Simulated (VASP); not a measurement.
# AlH4 (P6/mmm) in VASP: density of states with PBE

Aim: the density of states of AlH4 with PBE.

Program: VASP 6.6.1. These are calculated values, not measurements. Logs are shortened: lines on timing, memory, paths and dates and some standing lists are left out, and cuts for length are marked.

## 1. The cell of the first run

The structure is hexagonal, space group P6/mmm (No. 191). The conventional cell has a = 3.304 Å, b = 3.304 Å, c = 4.627 Å, α = 90.00°, β = 90.00°, γ = 120.00°. Within 2.4 Å of Al (site symmetry 6/mmm) lie 8 H at 1.81 to 1.91 Å. Within 2.5 Å of H (site symmetry -6m2) lie 3 H at 1.91 Å and 3 Al at 1.91 Å. Within 1.4 Å of H (site symmetry 6mm) lie 1 H at 1.00 Å.

## 2. Density of states, PBE

The input, POSCAR:

```
AlH4
1.0
    3.3037368264      0.0000000000      0.0000000000
   -1.6518684132      2.8611200191      0.0000000000
    0.0000000000      0.0000000000      4.6265013211
Al H
1 4
Direct
    0.0000000000      0.0000000000      0.0000000000
    0.3333333333      0.6666666667      0.0000000000
    0.6666666667      0.3333333333      0.0000000000
    0.0000000000      0.0000000000      0.3918531771
    0.0000000000      0.0000000000      0.6081468229
```

The input, INCAR.step1:

```
SYSTEM = AlH4
PREC = Accurate ; ENCUT = 520
EDIFF = 1E-6 ; ISMEAR = 0
SIGMA = 0.1 ; LREAL = .False.
LASPH = .True. ; NELM = 100
ALGO = Normal ; ISIF = 2
LWAVE = .False. ; LCHARG = .True.
GGA = PE ; NBANDS = 12
```

The input, KPOINTS.step1:

```
regular mesh
0
Gamma
  12 12 8
  0 0 0
```

The input, INCAR.step2:

```
SYSTEM = AlH4
PREC = Accurate ; ENCUT = 520
EDIFF = 1E-6 ; ISMEAR = -5
SIGMA = 0.1 ; LREAL = .False.
LASPH = .True. ; NELM = 100
ALGO = Normal ; ISIF = 2
LWAVE = .False. ; LCHARG = .False.
GGA = PE ; LORBIT = 11
NBANDS = 12 ; NEDOS = 1001
ICHARG = 11
```

The input, KPOINTS.step2:

```
regular mesh
0
Gamma
  18 18 12
  0 0 0
```

Potentials or basis: VASP PAW PBE potentials, release 64 (Al, H).

Run with:

```console
$ cat potpaw_PBE.64/Al/POTCAR potpaw_PBE.64/H/POTCAR > POTCAR
$ cp INCAR.step1 INCAR
$ cp KPOINTS.step1 KPOINTS
$ mpirun -np 1 vasp_std > vasp.out
$ cp INCAR.step2 INCAR
$ cp KPOINTS.step2 KPOINTS
$ mpirun -np 1 vasp_std > vasp.out
```

OUTCAR:

```text
SYSTEM = AlH4
   PREC = Accurate
   ENCUT = 520
   EDIFF = 1E-6
   ISMEAR = -5
   LREAL = .False.
   LASPH = .True.
   NELM = 100
   ISIF = 2
   GGA = PE
   LORBIT = 11
   ICHARG = 11

 ion  position               nearest neighbor table
   1  0.000  0.000  0.000-   4 1.81   5 1.81   2 1.91   3 1.91   3 1.91   2 1.91   3 1.91   2 1.91

   2  0.333  0.667  0.000-   1 1.91   1 1.91   1 1.91
   3  0.667  0.333  0.000-   1 1.91   1 1.91   1 1.91
   4  0.000  0.000  0.392-   1 1.81
   5  0.000  0.000  0.608-   1 1.81

  LATTYP: Found a hexagonal cell.
 ALAT       =     3.3037368264
 C/A-ratio  =     1.4003843418

  Lattice vectors:

 A1 = (   3.3037368264,   0.0000000000,   0.0000000000)
 A2 = (  -1.6518684132,   2.8611200191,   0.0000000000)
 A3 = (   0.0000000000,   0.0000000000,   4.6265013211)

Analysis of symmetry for initial positions (statically):
=====================================================================
 Subroutine PRICEL returns:
 Original cell was already a primitive cell.

 Routine SETGRP: Setting up the symmetry group for a
 hexagonal supercell.

 Subroutine GETGRP returns: Found 24 space group operations
 (whereof 24 operations were pure point group operations)
 out of a pool of 24 trial point group operations.

The static configuration has the point symmetry D_6h.

Analysis of symmetry for dynamics (positions and initial velocities):
=====================================================================
 Subroutine PRICEL returns:
 Original cell was already a primitive cell.

 Routine SETGRP: Setting up the symmetry group for a
 hexagonal supercell.

 Subroutine GETGRP returns: Found 24 space group operations
 (whereof 24 operations were pure point group operations)
 out of a pool of 24 trial point group operations.

The dynamic configuration has the point symmetry D_6h.

 Subroutine INISYM returns: Found 24 space group operations
 (whereof 24 operations are pure point group operations),
 and found     1 'primitive' translations

----------------------------------------------------------------------------------------

                                     Primitive cell

  volume of cell :      43.7315

  direct lattice vectors                    reciprocal lattice vectors
     3.303736826  0.000000000  0.000000000     0.302687548  0.174756737  0.000000000
    -1.651868413  2.861120019  0.000000000     0.000000000  0.349513475  0.000000000
     0.000000000  0.000000000  4.626501321     0.000000000  0.000000000  0.216146053

  length of vectors
     3.303736826  3.303736826  4.626501321     0.349513475  0.349513475  0.216146053

  position of ions in fractional coordinates (direct lattice)
     0.000000000  0.000000000  0.000000000
     0.333333333  0.666666667  0.000000000
     0.666666667  0.333333333  0.000000000
     0.000000000  0.000000000  0.391853177
     0.000000000  0.000000000  0.608146823

  ion indices of the primitive-cell ions
   primitive index   ion index
                 1           1
                 2           2
                 3           3
                 4           4
                 5           5

----------------------------------------------------------------------------------------

 KPOINTS: regular mesh

Automatic generation of k-mesh.
 Grid dimensions read from file:
 generate k-points for:   18   18   12

 Generating k-lattice:

  Cartesian coordinates                     Fractional coordinates (reciprocal lattice)
     0.016815975  0.009708708  0.000000000     0.055555556  0.000000000  0.000000000
     0.000000000  0.019417415  0.000000000     0.000000000  0.055555556  0.000000000
     0.000000000  0.000000000  0.018012171     0.000000000  0.000000000  0.083333333

  Length of vectors
     0.019417415  0.019417415  0.018012171

  Shift w.r.t. Gamma in fractional coordinates (k-lattice)
     0.000000000  0.000000000  0.000000000

 TETIRR: Found   3954 inequivalent tetrahedra from    23328

 Subroutine IBZKPT returns following result:
 ===========================================

 Found    259 irreducible k-points:

 Following reciprocal coordinates:
            Coordinates               Weight
  0.000000  0.000000  0.000000      1.000000
  0.055556  0.000000  0.000000      6.000000
  0.111111  0.000000  0.000000      6.000000
  0.166667  0.000000  0.000000      6.000000
  0.222222  0.000000  0.000000      6.000000
  0.277778  0.000000  0.000000      6.000000
[... 16 lines left out ...]
  0.333333  0.111111  0.000000     12.000000
  0.388889  0.111111  0.000000     12.000000
 [... further k-points ...]
   k-points           NKPTS =    259   k-points in BZ     NKDIM =    259   number of bands    NBANDS=     12
   number of dos      NEDOS =   1001   number of ions     NIONS =      5
   total plane-waves  NPLWV =  28224
   dimension x,y,z NGX =    28 NGY =   28 NGZ =   36
   dimension x,y,z NGXF=    56 NGYF=   56 NGZF=   72
   ions per type =               1   4
   NGX,Y,Z   is equivalent  to a cutoff of  14.09, 14.09, 12.94 a.u.
   NGXF,Y,Z  is equivalent  to a cutoff of  28.18, 28.18, 25.87 a.u.
 SYSTEM =  AlH4
   PREC   = accura    normal or accurate (medium, high low for compatibility)
   ISTART =      0    job   : 0-new  1-cont  2-samecut
   ICHARG =     11    charge: 1-file 2-atom 10-const
   ISPIN  =      1    spin polarized calculation?
   LNONCOLLINEAR =      F non collinear calculations
   LSORBIT =      F    spin-orbit coupling
   LASPH  =      T    aspherical Exc in radial PAW
   ENCUT  =  520.0 eV  38.22 Ry    6.18 a.u.   6.14  6.14  8.60*2*pi/ulx,y,z
   NELM   =    100;   NELMIN=  2; NELMDL=  0     # of ELM steps
   EDIFF  = 0.1E-05   stopping-criterion for ELM
   LREAL  =      F    real-space projection
   EDIFFG = 0.1E-04   stopping-criterion for IOM
   NSW    =      0    number of steps for IOM
   IBRION =     -1    ionic relax: 0-MD 1-quasi-New 2-CG
   NFREE  =      0    steps in history (QN), initial steepest desc. (CG)
   ISIF   =      2    stress and relaxation
   ISYM   =      2    0-nonsym 1-usesym 2-fastsym
   POTIM  = 0.5000    time-step for ionic-motion
   TEBEG  =    0.0;   TEEND  =   0.0 temperature during run
   PSTRESS=    0.0 pullay stress
   NELECT =       7.0000    total number of electrons
   NUPDOWN=      -1.0000    fix difference up-down
   EMIN   =  10.00;   EMAX   =-10.00  energy-range for DOS
   EFERMI =   0.00;   METHOD = LEGACY
   ISMEAR =    -5;   SIGMA  =   0.10  broadening in eV -4-tet -1-fermi 0-gaus
   EFERMI_NEDOS =   21; number of points for ismear=-14 and -15
   IALGO  =     38    algorithm
   IMIX   =      4    mixing-type and parameters
     AMIX     =   0.40;   BMIX     =  1.00
     AMIX_MAG =   1.60;   BMIX_MAG =  1.00
  volume/ion in A,a.u.               =       8.75        59.02
  Fermi-wavevector in a.u.,A,eV,Ry     =   0.888879  1.679738 10.750049  0.790106
  Thomas-Fermi vector in A             =   2.010367
   LORBIT       =     11    0 simple, 1 ext, 2 COOP (PROOUT), +10 PAW based schemes
   GGA     = PE    functional components
   LHFCALC =     F    Hartree Fock is set to
   AEXX    =    0.0000 exact exchange contribution
   IVDW    =     0    specifies the selected vdW correction
   LEPSILON=     F    determine dielectric tensor
   LRPA    =     F    only Hartree local field effects (RPA)
 non-spin polarized calculation
 Fermi weights with tetrahedron method with Bloechl corrections
  energy-cutoff  :      520.00
  volume of cell :       43.73
 maximum number of plane-waves:      1194
 NGX is ok and might be reduce to    28

 number of electron       7.0000001 magnetization

 Free energy of the ion-electron system (eV)
  ---------------------------------------------------
  ext. energy  EPLUGINS =         0.00000000
  ---------------------------------------------------
  free energy    TOTEN  =       -15.14205013 eV

  energy without entropy =      -15.14205013  energy(sigma->0) =      -15.14205013

 E-fermi :   1.7799     XC(G=0):  -8.1506

 val. band max:        1.7508085820   @ k =   0.3889   0.1667   0.0833
 cond. band min:       1.7824776578   @ k =   0.3889   0.0556   0.0000
 fundamental gap:      0.0316690758
 Fermi energy:         1.7798782082

 k-point     1 :       0.0000    0.0000    0.0000
  band No.  band energies     occupation
      1      -9.0928      2.00000
      2      -3.8530      2.00000
      3      -0.0773      2.00000
      4       4.1853      0.00000
      5       9.3454      0.00000
      6       9.3454      0.00000
      7      10.6868      0.00000
      8      10.6868      0.00000
      9      10.8189      0.00000
     10      12.2254      0.00000
     11      13.3979      0.00000
     12      16.7268      0.00000

 k-point     2 :       0.0556    0.0000    0.0000
  band No.  band energies     occupation
      1      -9.0418      2.00000
      2      -3.8401      2.00000
      3      -0.0353      2.00000
      4       3.9475      0.00000
      5       8.5803      0.00000
      6       8.9433      0.00000
      7      10.9321      0.00000
      8      11.1870      0.00000
      9      11.6372      0.00000
     10      12.2036      0.00000
     11      13.1224      0.00000
     12      16.6149      0.00000
[... 301 lines left out ...]
 k-point    23 :       0.3333    0.1111    0.0000
  band No.  band energies     occupation
      1      -6.5779      2.00000
      2      -4.0464      2.00000
      3      -1.3316      2.00000
      4       1.6968      1.86618
      5       3.9980      0.00000
      6       8.0254      0.00000
      7       8.0632      0.00000
      8       8.4942      0.00000
      9      12.3918      0.00000
     10      13.1381      0.00000
     11      15.6624      0.00000
     12      17.2135      0.00000

 k-point    24 :       0.3889    0.1111    0.0000
  band No.  band energies     occupation
      1      -5.9543      2.00000
      2      -4.4805      2.00000
      3      -1.7125      2.00000
      4       1.9540     -0.14573
      5       3.9047      0.00000
      6       7.5924      0.00000
      7       7.9377      0.00000
      8       8.1632      0.00000
      9      12.1745      0.00000
     10      12.9440      0.00000
     11      16.7559      0.00000
     12      17.1191      0.00000

 [... further k-points ...]

------------------------ aborting loop because EDIFF is reached ----------------------------------------

  FORCE on cell =-STRESS in cart. coord.  units (eV):
  Direction    XX          YY          ZZ          XY          YZ          ZX
  --------------------------------------------------------------------------------------
  -------------------------------------------------------------------------------------
  Total        0.0760614      0.0760614     -0.2408542      0.0000000     -0.0000000      0.0000000
  in kB        2.7866393      2.7866393     -8.8241038      0.0000000     -0.0000000      0.0000000
  external PRESSURE =      -1.0836084 kB  Pullay stress =       0.0000000 kB

 VOLUME and BASIS-vectors are now :
 -----------------------------------------------------------------------------
  energy-cutoff  :      520.00
  volume of cell :       43.73
      direct lattice vectors                 reciprocal lattice vectors
     3.303736826  0.000000000  0.000000000     0.302687548  0.174756737  0.000000000
    -1.651868413  2.861120019  0.000000000     0.000000000  0.349513475  0.000000000
     0.000000000  0.000000000  4.626501321     0.000000000  0.000000000  0.216146053

 POSITION                                       TOTAL-FORCE (eV/Angst)
 -----------------------------------------------------------------------------------
      0.00000      0.00000      0.00000         0.000000      0.000000      0.000000
     -0.00000      1.90741      0.00000         0.000000      0.000000      0.000000
      1.65187      0.95371      0.00000        -0.000000      0.000000     -0.000000
      0.00000      0.00000      1.81291         0.000000     -0.000000     -0.068059
      0.00000      0.00000      2.81359         0.000000      0.000000      0.068059
 -----------------------------------------------------------------------------------
    total drift:                                0.000000     -0.000000     -0.000000

  FREE ENERGIE OF THE ION-ELECTRON SYSTEM (eV)
  ---------------------------------------------------
  free  energy   TOTEN  =       -15.1420501278 eV

  energy  without entropy=      -15.1420501278  energy(sigma->0) =      -15.14205013

 total charge

# of ion       s       p       d       tot
------------------------------------------
    1        0.404   0.342   0.000   0.746
    2        0.523   0.014   0.000   0.537
    3        0.523   0.014   0.000   0.537
    4        0.523   0.017   0.000   0.540
    5        0.523   0.017   0.000   0.540
--------------------------------------------------
tot          2.497   0.404   0.000   2.900
```

Run time: 2.3 min. Hardware: 1 thread of Intel Xeon Platinum 8375C at 2.90GHz (Ice Lake), shared host; peak memory 0.24 GiB.

Results:

* Valence electrons inside the program's atomic spheres: Al 0.75; H 0.54

Levels at points of the mesh, in eV from the Fermi level:
| k point | band 1 | band 2 | band 3 | band 4 | band 5 | band 6 | band 7 |
| --- | --- | --- | --- | --- | --- | --- | --- |
| (0.00, 0.00, 0.00) | -10.87 | -5.63 | -1.86 | 2.41 | 7.57 | 7.57 | 8.91 |
| (0.50, 0.00, 0.00) | -7.41 | -6.78 | -3.37 | 0.21 | 3.75 | 4.15 | 5.48 |
| (0.00, 0.00, 0.50) | -10.32 | -7.55 | 1.93 | 2.43 | 4.65 | 7.88 | 7.88 |
| (0.50, 0.00, 0.50) | -6.69 | -6.40 | -5.40 | 0.59 | 2.77 | 4.41 | 7.69 |

Caveat: tetrahedron occupations give inexact forces and stress in metals.
